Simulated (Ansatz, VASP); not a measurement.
# Gd: VASP beside Ansatz

File INCAR:

```
PREC = Accurate ; ENCUT = 520
EDIFF = 1E-6 ; ISMEAR = -1
SIGMA = 0.08 ; LREAL = False
LASPH = True ; NELM = 150
ALGO = Normal ; ISIF = 2
LWAVE = False ; LCHARG = False
ISPIN = 2 ; MAGMOM = 7
LORBIT = 11 ; LMAXMIX = 6
GGA = PE ; NBANDS = 19
```

Contents of KPOINTS:

```
Automatic mesh
0
Gamma
  14 14 14
```

The input POSCAR:

```
Gd
1.0
   -2.0582026226      2.0582026226      2.0582026226
    2.0582026226     -2.0582026226      2.0582026226
    2.0582026226      2.0582026226     -2.0582026226
Gd
1
Direct
    0.0000000000      0.0000000000      0.0000000000
```

Input for Ansatz:

```yaml
crystal:
  lattice:
    - [-2.0582026226, 2.0582026226, 2.0582026226]
    - [2.0582026226, -2.0582026226, 2.0582026226]
    - [2.0582026226, 2.0582026226, -2.0582026226]
  atoms:
    - { symbol: Gd, position: [0.0, 0.0, 0.0], spin: 7.0 }
magnetization:
  spin_polarized: true
kpoints:
  mp_grid: { grid: [14, 14, 14] }
scf:
  occupations: { method: fermi_dirac, width: 0.08 }
hamiltonian:
  xc: pbe
  pseudopotentials: { kind: all_electron, lapw: { basis_error: 0.0005 } }
output:
  forces: true
  stress: true
  eigenvalues: true
```

Change from the starting cell: volume scaled by 1.05.

Alike in both runs: task single point; functional PBE; k mesh 14 × 14 × 14; occupations fermi-dirac, width 0.08 eV; collinear spin.

```csv
,VASP,Ansatz
version,VASP 6.6.1,Ansatz 0.2.0
potentials or method,"VASP PAW PBE potentials, release 64 (Gd), cutoff 520 eV","all-electron LAPW, scalar-relativistic"
```

```csv
,VASP,Ansatz,Ansatz less VASP
pressure (GPa),-1.3,-1.2,+0.10
net moment per atom (μB),7.63,7.62,-0.011
size of the moment on the site where the two differ most (μB),6.99,7.44,+0.452
```

Site moments also hang on the region over which each program counts them. Ansatz ran all-electron here, and VASP with PAW potentials.

Neither program's run includes spin-orbit coupling.
